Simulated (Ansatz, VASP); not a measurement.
## La in VASP and in Ansatz

File INCAR:

```
SYSTEM = La
PREC     = Accurate       ! precision mode
ENCUT    = 500            ! plane-wave cutoff, eV
EDIFF    = 1E-6           ! SCF threshold, eV
ISMEAR   = 1              ! smearing method
SIGMA    = 0.025          ! smearing width, eV
LREAL    = .FALSE.        ! projectors in reciprocal space
LASPH    = .TRUE.         ! aspherical terms in the spheres
NELM     = 200            ! most SCF steps
ALGO     = Normal         ! electronic algorithm
ISIF     = 2              ! what is computed and relaxed
LWAVE    = .FALSE.        ! write WAVECAR
LCHARG   = .FALSE.        ! write CHGCAR
ISPIN    = 2              ! spin polarisation
MAGMOM   = 1              ! initial moments
LORBIT   = 11             ! projections on sites
NUPDOWN  = 1.0            ! fixed moment
LMAXMIX  = 6              ! l up to which the mixer works
GGA      = LIBXC          ! functional
LIBXC1   = GGA_X_PBE    
LIBXC2   = LDA_C_PW     
NBANDS   = 16             ! bands
GGA_COMPAT= .FALSE.
```

Contents of KPOINTS:

```
Automatic mesh
0
G
  9 9 9
  0 0 0
```

Contents of POSCAR:

```
La
1.0
    0.0000000000      2.6097456171      2.6097456171
    2.6097456171      0.0000000000      2.6097456171
    2.6097456171      2.6097456171      0.0000000000
La
1
Direct
    0.0000000000      0.0000000000      0.0000000000
```

Contents of input.yaml:

```yaml
crystal:
  lattice:
    - [0.0, 2.6097456171, 2.6097456171]
    - [2.6097456171, 0.0, 2.6097456171]
    - [2.6097456171, 2.6097456171, 0.0]
  atoms:
    - { symbol: La, position: [0.0, 0.0, 0.0], spin: 1.0 }
kpoints:
  mp_grid: { grid: [9, 9, 9] }
scf:
  occupations: { method: cold, width: 0.025 }
hamiltonian:
  xc: { exchange: pbe, correlation: lda }
  pseudopotentials: { kind: all_electron, lapw: { basis_error: 0.001 } }
magnetization:
  spin_polarized: true
  initial_magnetization: 1.0
  spin_locking: { lock_magnetization: hard }
output:
  forces: true
  stress: true
  eigenvalues: true
```

Change from the starting cell: volume scaled by 0.96.

Alike in both runs: task single point; functional pbe exchange, lda correlation; k mesh 9 × 9 × 9; collinear spin; fixed moment 1 μB.

|  | VASP | Ansatz |
| --- | --- | --- |
| version | VASP 6.6.1 | Ansatz 0.2.0 |
| potentials or method | VASP PAW PBE potentials, release 64 (La), cutoff 500 eV | all-electron LAPW, scalar-relativistic |
| occupations | methfessel-paxton of order 1, width 0.025 eV | cold, width 0.025 eV |

Ansatz gave:

* pressure (GPa): 5.8
* size of the moment on the site where the two differ most (μB): 0.78

Q: Which values does VASP return?

A: Pressure (GPa): 5.9; size of the moment on the site where the two differ most (μB): 0.46.

VASP's potentials were made for PBE, not for pbe exchange, lda correlation. Site moments also hang on the region over which each program counts them. Ansatz ran all-electron here, and VASP with PAW potentials.

Spin-orbit coupling is off throughout.
